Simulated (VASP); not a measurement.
# TlHgBr3 (Pm-3m) in VASP: further runs

Aim: see how the results for TlHgBr3 move with the level of theory and the settings. Levels: PBE, r2SCAN. Tasks: single point, relaxation of cell and atoms.

Program: VASP 6.6.1. These are calculated values, not measurements. Logs are shortened: lines on timing, memory, paths and dates and some standing lists are left out, and cuts for length are marked.

## Step 1: The cell of the first run

The structure is cubic, space group Pm-3m (No. 221). The conventional cell has a = 5.597 Å, b = 5.597 Å, c = 5.597 Å, α = 90.00°, β = 90.00°, γ = 90.00°. Tl (site symmetry m-3m) has 12 Br at 3.96 Å and 8 Hg at 4.85 Å within 5.2 Å. Within 3.7 Å of Hg (site symmetry m-3m) lie 6 Br at 2.80 Å. Within 3.7 Å of Br (site symmetry 4/mmm) lie 2 Hg at 2.80 Å.

## Step 2: Single point, PBE

Input file INCAR:

```
SYSTEM = TlHgBr3
ALGO = Normal ; EDIFF = 1E-6
ENCUT = 520 ; GGA = PE
ISIF = 2 ; ISMEAR = -1
LASPH = .TRUE. ; LCHARG = .FALSE.
LREAL = .FALSE. ; LWAVE = .FALSE.
NBANDS = 31 ; NELM = 100
PREC = Accurate ; SIGMA = 0.02
```

Input file KPOINTS:

```
k-points
0
G
  4 4 4
  0 0 0
```

Input file POSCAR:

```
TlHgBr3
1.0
    5.5971655420      0.0000000000      0.0000000000
    0.0000000000      5.5971655420      0.0000000000
    0.0000000000      0.0000000000      5.5971655420
Tl Hg Br
1 1 3
Direct
    0.0000000000      0.0000000000      0.0000000000
    0.5000000000      0.5000000000      0.5000000000
    0.5000000000      0.5000000000      0.0000000000
    0.5000000000      0.0000000000      0.5000000000
    0.0000000000      0.5000000000      0.5000000000
```

Potentials or basis: VASP PAW PBE potentials, release 64 (Tl_d, Hg, Br).

Command:

```bash
$ cat potpaw_PBE.64/Tl_d/POTCAR potpaw_PBE.64/Hg/POTCAR potpaw_PBE.64/Br/POTCAR > POTCAR
$ mpirun -np 1 vasp_std > vasp.out
```

OUTCAR:

```text
SYSTEM = TlHgBr3
   EDIFF = 1E-6
   ENCUT = 520
   GGA = PE
   ISIF = 2
   ISMEAR = -1
   LASPH = .TRUE.
   LREAL = .FALSE.
   NELM = 100
   PREC = Accurate

 ion  position               nearest neighbor table
   1  0.000  0.000  0.000-
   2  0.500  0.500  0.500-   3 2.80   4 2.80   5 2.80   3 2.80   4 2.80   5 2.80
   3  0.500  0.500  0.000-   2 2.80   2 2.80
   4  0.500  0.000  0.500-   2 2.80   2 2.80
   5  0.000  0.500  0.500-   2 2.80   2 2.80

  LATTYP: Found a simple cubic cell.
 ALAT       =     5.5971655420

  Lattice vectors:

 A1 = (   5.5971655420,   0.0000000000,   0.0000000000)
 A2 = (   0.0000000000,   5.5971655420,   0.0000000000)
 A3 = (   0.0000000000,   0.0000000000,   5.5971655420)

Analysis of symmetry for initial positions (statically):
=====================================================================
 Subroutine PRICEL returns:
 Original cell was already a primitive cell.

 Routine SETGRP: Setting up the symmetry group for a
 simple cubic supercell.

 Subroutine GETGRP returns: Found 48 space group operations
 (whereof 48 operations were pure point group operations)
 out of a pool of 48 trial point group operations.

The static configuration has the point symmetry O_h .

Analysis of symmetry for dynamics (positions and initial velocities):
=====================================================================
 Subroutine PRICEL returns:
 Original cell was already a primitive cell.

 Routine SETGRP: Setting up the symmetry group for a
 simple cubic supercell.

 Subroutine GETGRP returns: Found 48 space group operations
 (whereof 48 operations were pure point group operations)
 out of a pool of 48 trial point group operations.

The dynamic configuration has the point symmetry O_h .

 Subroutine INISYM returns: Found 48 space group operations
 (whereof 48 operations are pure point group operations),
 and found     1 'primitive' translations

----------------------------------------------------------------------------------------

                                     Primitive cell

  volume of cell :     175.3495

  direct lattice vectors                    reciprocal lattice vectors
     5.597165542  0.000000000  0.000000000     0.178661859  0.000000000  0.000000000
     0.000000000  5.597165542  0.000000000     0.000000000  0.178661859  0.000000000
     0.000000000  0.000000000  5.597165542     0.000000000  0.000000000  0.178661859

  length of vectors
     5.597165542  5.597165542  5.597165542     0.178661859  0.178661859  0.178661859

  position of ions in fractional coordinates (direct lattice)
     0.000000000  0.000000000  0.000000000
     0.500000000  0.500000000  0.500000000
     0.500000000  0.500000000  0.000000000
     0.500000000  0.000000000  0.500000000
     0.000000000  0.500000000  0.500000000

  ion indices of the primitive-cell ions
   primitive index   ion index
                 1           1
                 2           2
                 3           3
                 4           4
                 5           5

----------------------------------------------------------------------------------------

 KPOINTS: k-points

Automatic generation of k-mesh.
 Grid dimensions read from file:
 generate k-points for:    4    4    4

 Generating k-lattice:

  Cartesian coordinates                     Fractional coordinates (reciprocal lattice)
     0.044665465  0.000000000  0.000000000     0.250000000  0.000000000  0.000000000
     0.000000000  0.044665465  0.000000000     0.000000000  0.250000000  0.000000000
     0.000000000  0.000000000  0.044665465     0.000000000  0.000000000  0.250000000

  Length of vectors
     0.044665465  0.044665465  0.044665465

  Shift w.r.t. Gamma in fractional coordinates (k-lattice)
     0.000000000  0.000000000  0.000000000

 Subroutine IBZKPT returns following result:
 ===========================================

 Found     10 irreducible k-points:

 Following reciprocal coordinates:
            Coordinates               Weight
  0.000000  0.000000  0.000000      1.000000
[... 43 lines left out ...]
  free energy    TOTEN  =       -10.02984184 eV

  energy without entropy =      -10.02775258  energy(sigma->0) =      -10.02879721

 E-fermi :   0.5204     XC(G=0):  -8.1319

 val. band max:        0.4785756106   @ k =   0.5000   0.5000   0.5000
 cond. band min:       1.0555092681   @ k =   0.2500   0.0000   0.0000
 fundamental gap:      0.5769336575
 Fermi energy:         0.5203982020

 k-point     1 :       0.0000    0.0000    0.0000
  band No.  band energies     occupation
      1     -13.6052      2.00000
      2     -13.1295      2.00000
      3     -13.1295      2.00000
      4     -10.0652      2.00000
      5     -10.0652      2.00000
      6     -10.0639      2.00000
[... 23 lines left out ...]
     30       7.6067      0.00000
     31       8.2282      0.00000

 k-point     2 :       0.2500    0.0000    0.0000
  band No.  band energies     occupation
      1     -13.5354      2.00000
      2     -13.1520      2.00000
      3     -13.1273      2.00000
      4     -10.0673      2.00000
      5     -10.0652      2.00000
      6     -10.0652      2.00000
[... 23 lines left out ...]
     30       8.4551      0.00000
     31       8.7576      0.00000

 k-point     3 :       0.5000    0.0000    0.0000
  band No.  band energies     occupation
      1     -13.4496      2.00000
      2     -13.1892      2.00000
      3     -13.1251      2.00000
      4     -10.0693      2.00000
      5     -10.0665      2.00000
      6     -10.0665      2.00000
[... 23 lines left out ...]
     30       8.7443      0.00000
     31       8.9268      0.00000

 k-point     4 :       0.2500    0.2500    0.0000
  band No.  band energies     occupation
      1     -13.4672      2.00000
      2     -13.1557      2.00000
      3     -13.1403      2.00000
      4     -10.0673      2.00000
      5     -10.0651      2.00000
      6     -10.0651      2.00000
[... 159 lines left out ...]
     30       7.7370      0.00000
     31       9.2373      0.00000

 k-point     9 :       0.5000    0.5000    0.2500
  band No.  band energies     occupation
      1     -13.2364      2.00000
      2     -13.1802      2.00000
      3     -13.1802      2.00000
      4     -10.0644      2.00000
      5     -10.0630      2.00000
      6     -10.0630      2.00000
[... 23 lines left out ...]
     30       7.1146      0.00000
     31       9.8959      0.00000

 k-point    10 :       0.5000    0.5000    0.5000
  band No.  band energies     occupation
      1     -13.1789      2.00000
      2     -13.1789      2.00000
      3     -13.1789      2.00000
      4     -10.0619      2.00000
      5     -10.0619      2.00000
      6     -10.0596      2.00000
[... 23 lines left out ...]
     30       5.3815      0.00000
     31       9.3595      0.00000

------------------------ aborting loop because EDIFF is reached ----------------------------------------

  FORCE on cell =-STRESS in cart. coord.  units (eV):
  Direction    XX          YY          ZZ          XY          YZ          ZX
  --------------------------------------------------------------------------------------
  -------------------------------------------------------------------------------------
  Total        0.1317526      0.1317526      0.1317526     -0.0000000     -0.0000000      0.0000000
  in kB        1.2038305      1.2038305      1.2038305     -0.0000000     -0.0000000      0.0000000
  external PRESSURE =       1.2038305 kB  Pullay stress =       0.0000000 kB

 VOLUME and BASIS-vectors are now :
 -----------------------------------------------------------------------------
  energy-cutoff  :      520.00
  volume of cell :      175.35
      direct lattice vectors                 reciprocal lattice vectors
     5.597165542  0.000000000  0.000000000     0.178661859  0.000000000  0.000000000
     0.000000000  5.597165542  0.000000000     0.000000000  0.178661859  0.000000000
     0.000000000  0.000000000  5.597165542     0.000000000  0.000000000  0.178661859

 POSITION                                       TOTAL-FORCE (eV/Angst)
 -----------------------------------------------------------------------------------
      0.00000      0.00000      0.00000         0.000000      0.000000      0.000000
      2.79858      2.79858      2.79858         0.000000      0.000000      0.000000
      2.79858      2.79858      0.00000         0.000000      0.000000      0.000000
      2.79858      0.00000      2.79858         0.000000      0.000000      0.000000
      0.00000      2.79858      2.79858         0.000000      0.000000      0.000000
 -----------------------------------------------------------------------------------
    total drift:                                0.000000     -0.000000     -0.000000

  FREE ENERGIE OF THE ION-ELECTRON SYSTEM (eV)
  ---------------------------------------------------
  free  energy   TOTEN  =       -10.0298418410 eV

  energy  without entropy=      -10.0277525846  energy(sigma->0) =      -10.02879721
```

Run time: 75 s. Hardware: 1 thread of Oxide Virtual Turin-like, shared host; peak memory 0.24 GiB.

What came out:

| Quantity | Value |
| --- | --- |
| Free energy | -10.0298 eV |
| Pressure | 0.1 GPa |
| Band gap on the k mesh | zero (bands 23 and 24 overlap by 1.18 eV) |

Caveat: spin-orbit coupling is left out, which moves the levels of the heavy elements.

## Step 3: Single point, r2SCAN

This run uses another cell than the first one, of 33.67 Å³/atom.

POSCAR: that of step 2 with these lines changed.

```diff
@@ -2,5 +2,5 @@
 1.0
-    5.5971655420      0.0000000000      0.0000000000
-    0.0000000000      5.5971655420      0.0000000000
-    0.0000000000      0.0000000000      5.5971655420
+    5.5215436290      0.0000000000      0.0000000000
+    0.0000000000      5.5215436290      0.0000000000
+    0.0000000000      0.0000000000      5.5215436290
 Tl Hg Br
```

Input file INCAR.step1:

```
SYSTEM = TlHgBr3
PREC = Accurate
ENCUT = 520
ISMEAR = -1
SIGMA = 0.02
LREAL = .FALSE.
LASPH = .TRUE.
NELM = 60
NBANDS = 31
GGA = PE
ALGO = Normal
EDIFF = 1E-4
LWAVE = .TRUE.
LCHARG = .FALSE.
```

Input file INCAR.step2:

```
SYSTEM = TlHgBr3
PREC = Accurate
ENCUT = 520
EDIFF = 1E-6
ISMEAR = -1
SIGMA = 0.02
LREAL = .FALSE.
LASPH = .TRUE.
NELM = 60
ALGO = Normal
ISIF = 2
LWAVE = .FALSE.
LCHARG = .FALSE.
METAGGA = R2SCAN
LMIXTAU = .TRUE.
NBANDS = 31
ISTART = 1
```

Input file KPOINTS:

```
regular mesh
0
G
  4 4 4
  0 0 0
```

Potentials or basis: VASP PAW PBE potentials, release 64 (Tl_d, Hg, Br).

Command:

```bash
$ cat potpaw_PBE.64/Tl_d/POTCAR potpaw_PBE.64/Hg/POTCAR potpaw_PBE.64/Br/POTCAR > POTCAR
$ cp INCAR.step1 INCAR
$ mpirun -np 1 vasp_std > vasp.out
$ cp INCAR.step2 INCAR
$ mpirun -np 1 vasp_std > vasp.out
```

Run time: 4.9 min. Hardware: 1 thread of Oxide Virtual Turin-like, shared host; peak memory 0.28 GiB.

Results (log left out):

| Quantity | Value |
| --- | --- |
| Free energy | -145.5383 eV |
| Pressure | 0.2 GPa |
| Band gap on the k mesh | zero (bands 23 and 24 overlap by 0.97 eV) |

Levels at points of the mesh, in eV from the Fermi level:
```
           k point  band 21  band 22  band 23  band 24  band 25  band 26
(0.00, 0.00, 0.00)    -1.42    -1.42    -1.42    -1.01     4.95     4.95
(0.50, 0.00, 0.00)    -1.54    -1.39    -1.39     2.53     3.07     4.34
(0.50, 0.50, 0.00)    -1.57    -0.85    -0.05     3.72     4.04     4.04
(0.50, 0.50, 0.50)    -0.85    -0.04    -0.04     4.84     4.84     4.84
```

Caveat: the PAW data sets were made with another functional, which shifts forces and pressure a little; spin-orbit coupling is left out, which moves the levels of the heavy elements.

## Step 4: Relaxation of cell and atoms, PBE

This run uses another cell than the first one, of 25.78 Å³/atom.

Input file INCAR:

```
ALGO = Normal
EDIFF = 1E-7
EDIFFG = -0.005
ENCUT = 600
GGA = PE
IBRION = 2
ISIF = 3
ISMEAR = -1
LASPH = T
LCHARG = F
LREAL = F
LWAVE = F
NELM = 80
NSW = 80
PREC = Accurate
SIGMA = 0.02
```

Input file KPOINTS:

```
k-points
0
Gamma
  4 4 4
```

POSCAR: that of step 3 with these lines changed.

```diff
@@ -2,5 +2,5 @@
 1.0
-    5.5215436290      0.0000000000      0.0000000000
-    0.0000000000      5.5215436290      0.0000000000
-    0.0000000000      0.0000000000      5.5215436290
+    5.0516668800      0.0000000000      0.0000000000
+    0.0000000000      5.0516668800      0.0000000000
+    0.0000000000      0.0000000000      5.0516668800
 Tl Hg Br
```

Command:

```bash
$ cat potpaw_PBE.64/Tl_d/POTCAR potpaw_PBE.64/Hg/POTCAR potpaw_PBE.64/Br/POTCAR > POTCAR
$ mpirun -np 1 vasp_std > vasp.out
```

Run time: 4 min. Hardware: 1 thread of Oxide Virtual Turin-like, shared host; peak memory 0.24 GiB.

The run converged. Its results:

- Free energy: -10.0218 eV
- Relaxed volume: 35.26 Å³/atom
- Relaxed cell: a = 5.607 Å, b = 5.607 Å, c = 5.607 Å, α = 90.00°, β = 90.00°, γ = 90.00°
- Space group after relaxing (to 0.1 Å): Pm-3m (No. 221)
- Energy gained by relaxing: 372.1 meV/atom
- Ionic steps: 5
- Pressure after relaxing: 0.0 GPa
- Band gap on the k mesh: zero (bands 23 and 24 overlap by 1.16 eV)

Step by step:
| step | energy change (eV) | largest force (eV/Å) | pressure (GPa) | volume (Å³) |
| --- | --- | --- | --- | --- |
| 1 | 0.0000 | 0.0000 | 17.30 | 128.92 |
| 2 | -1.8062 | 0.0000 | -1.36 | 188.16 |
| 3 | -1.8590 | 0.0000 | 0.26 | 174.40 |
| 4 | -1.8604 | 0.0000 | -0.03 | 176.44 |
| 5 | -1.8605 | 0.0000 | -0.01 | 176.28 |

Final structure:
```
CELL_PARAMETERS angstrom
5.60700 0.00000 0.00000
0.00000 5.60700 0.00000
0.00000 0.00000 5.60700
ATOMIC_POSITIONS crystal
Tl 0.00000 0.00000 0.00000
Hg 0.50000 0.50000 0.50000
Br 0.50000 0.50000 0.00000
Br 0.50000 0.00000 0.50000
Br 0.00000 0.50000 0.50000
```

Levels at points of the mesh, in eV from the Fermi level:
| k point | band 20 | band 21 | band 22 | band 23 | band 24 | band 25 | band 26 | band 27 |
| --- | --- | --- | --- | --- | --- | --- | --- | --- |
| (0.00, 0.00, 0.00) | -1.27 | -1.27 | -1.20 | -1.20 | -1.20 | 4.49 | 4.49 | 4.49 |
| (0.50, 0.00, 0.00) | -1.39 | -1.38 | -1.16 | -1.16 | 2.16 | 2.76 | 3.96 | 3.96 |
| (0.50, 0.50, 0.00) | -1.33 | -1.33 | -0.67 | -0.05 | 3.41 | 3.55 | 3.66 | 3.66 |
| (0.50, 0.50, 0.50) | -0.67 | -0.67 | -0.04 | -0.04 | 4.39 | 4.39 | 4.39 | 4.82 |

Caveat: the volume moved by over 15 % at a fixed basis, so the end points are rough; spin-orbit coupling is left out, which moves the levels of the heavy elements.

## Step 5: Relaxation of cell and atoms, r2SCAN

POSCAR: that of step 4 with these lines changed.

```diff
@@ -2,5 +2,5 @@
 1.0
-    5.0516668800      0.0000000000      0.0000000000
-    0.0000000000      5.0516668800      0.0000000000
-    0.0000000000      0.0000000000      5.0516668800
+    5.5971655420      0.0000000000      0.0000000000
+    0.0000000000      5.5971655420      0.0000000000
+    0.0000000000      0.0000000000      5.5971655420
 Tl Hg Br
```

Input file INCAR.step1:

```
PREC = Accurate ; ENCUT = 600
ISMEAR = -1 ; SIGMA = 0.02
LREAL = False ; LASPH = True
NELM = 80 ; GGA = PE
ALGO = Normal ; EDIFF = 1E-4
LWAVE = True ; LCHARG = False
```

Input file INCAR.step2:

```
PREC = Accurate ; ENCUT = 600
EDIFF = 1E-6 ; ISMEAR = -1
SIGMA = 0.02 ; LREAL = False
LASPH = True ; NELM = 80
ALGO = Normal ; ISIF = 3
LWAVE = False ; LCHARG = False
METAGGA = R2SCAN ; LMIXTAU = True
IBRION = 2 ; NSW = 80
EDIFFG = -0.005 ; ISTART = 1
```

Input file KPOINTS:

```
Automatic mesh
0
Gamma
  4 4 4
```

Command:

```bash
$ cat potpaw_PBE.64/Tl_d/POTCAR potpaw_PBE.64/Hg/POTCAR potpaw_PBE.64/Br/POTCAR > POTCAR
$ cp INCAR.step1 INCAR
$ mpirun -np 1 vasp_std > vasp.out
$ cp INCAR.step2 INCAR
$ mpirun -np 1 vasp_std > vasp.out
```

Wall time 15 min (1 thread of Oxide Virtual Turin-like, shared host); peak memory 0.38 GiB.

The run converged. Its results:

```
Free energy                           : -145.5409 eV
Relaxed volume                        : 33.87 Å³/atom
Relaxed cell                          : a = 5.532 Å, b = 5.532 Å, c = 5.532 Å, α = 90.00°, β = 90.00°, γ = 90.00°
Space group after relaxing (to 0.1 Å) : Pm-3m (No. 221)
Energy gained by relaxing             : 3.7 meV/atom
Ionic steps                           : 3
Pressure after relaxing               : 0.0 GPa
Band gap on the k mesh                : zero (bands 23 and 24 overlap by 0.97 eV)
```

The path:
```tsv
step	energy change (eV)	largest force (eV/Å)	pressure (GPa)	volume (Å³)
1	0.0000	0.0000	-0.96	175.35
2	-0.0184	0.0000	-0.13	170.07
3	-0.0187	0.0000	0.00	169.34
```

Final structure:
```cif
data_structure
_symmetry_space_group_name_H-M 'P 1'
_symmetry_Int_Tables_number 1
_cell_length_a 5.5325
_cell_length_b 5.5325
_cell_length_c 5.5325
_cell_angle_alpha 90.000
_cell_angle_beta 90.000
_cell_angle_gamma 90.000
_cell_volume 169.34
loop_
_atom_site_label
_atom_site_type_symbol
_atom_site_fract_x
_atom_site_fract_y
_atom_site_fract_z
_atom_site_occupancy
Tl1 Tl 0.00000 0.00000 0.00000 1
Hg1 Hg 0.50000 0.50000 0.50000 1
Br1 Br 0.50000 0.50000 0.00000 1
Br2 Br 0.50000 0.00000 0.50000 1
Br3 Br 0.00000 0.50000 0.50000 1
```

Levels at points of the mesh, in eV from the Fermi level:
| k point | band 20 | band 21 | band 22 | band 23 | band 24 | band 25 | band 26 | band 27 |
| --- | --- | --- | --- | --- | --- | --- | --- | --- |
| (0.00, 0.00, 0.00) | -1.49 | -1.39 | -1.39 | -1.39 | -1.01 | 4.96 | 4.96 | 4.96 |
| (0.50, 0.00, 0.00) | -1.62 | -1.52 | -1.37 | -1.37 | 2.52 | 3.09 | 4.35 | 4.35 |
| (0.50, 0.50, 0.00) | -1.55 | -1.55 | -0.83 | -0.05 | 3.74 | 4.05 | 4.05 | 4.09 |
| (0.50, 0.50, 0.50) | -0.83 | -0.83 | -0.04 | -0.04 | 4.84 | 4.84 | 4.84 | 5.46 |

Caveat: the PAW data sets were made with another functional, which shifts forces and pressure a little; spin-orbit coupling is left out, which moves the levels of the heavy elements.

## Step 6: Overview

| task | level | cell | cutoff (eV) | gap on the mesh (eV) | pressure (GPa) | relaxed volume (Å³/atom) |
| --- | --- | --- | --- | --- | --- | --- |
| single point | PBE | a = 5.597 Å, 5 atoms | 520 | none | 0.1 | - |
| single point | r2SCAN | a = 5.522 Å, 5 atoms | 520 | none | 0.2 | - |
| relaxation of cell and atoms | PBE | relaxed from a = 5.052 Å, 5 atoms | 600 | none | 0.0 | 35.26 |
| relaxation of cell and atoms | r2SCAN | relaxed from a = 5.597 Å, 5 atoms | 600 | none | 0.0 | 33.87 |

Alike in all rows: potentials or basis VASP PAW PBE potentials, release 64 (Tl_d, Hg, Br); no spin polarisation; k mesh 4 × 4 × 4; smearing fermi-dirac 0.02 eV.

Caveats: spin-orbit coupling is left out, which moves the levels of the heavy elements; the PAW data sets were made with another functional, which shifts forces and pressure a little (at least some runs); the volume moved by over 15 % at a fixed basis, so the end points are rough (at least some runs).

Total energies depend on the potentials used, so only differences within one code and one set of settings carry meaning.

The gap in the log of VASP goes by the Fermi energy; the results here count the filled bands.